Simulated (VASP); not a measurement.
Runs of VASP 6.6.1 on SnTe3. The structure is that of space group Im-3m (No. 229), or close to it. The cells are those of the table. The cell was built from a structure type or drawn by symmetry, and may not be a known phase.

```tsv
cell	k mesh	gap on the mesh (eV)	pressure (GPa)
a = 5.557 Å, angles 109.5°, 4 atoms	10 × 10 × 10	none	0.0
a = 5.385 Å, angles 109.5°, 4 atoms	10 × 10 × 10	none	(a)
a = 5.325 Å, angles 109.5°, 4 atoms	10 × 10 × 10	none	7.3
a = 5.585 Å, angles 109.5°, 4 atoms	4 × 4 × 4	none	-0.2
```

Alike in all rows: level PBE; potentials or basis VASP PAW PBE potentials, release 64 (Sn_d, Te); no spin polarisation; cutoff (eV) 520.

Question: Estimate the missing entries.

Answer: (a) 5.0.

Caveats: spin-orbit coupling is left out, which moves the levels of the heavy elements; the cell stands under pressure (at least some runs).

A k mesh can miss the band edges, and the runs leave out spin-orbit coupling on Sn, Te.

A gap of «none» marks levels without a gap at the run's occupations.
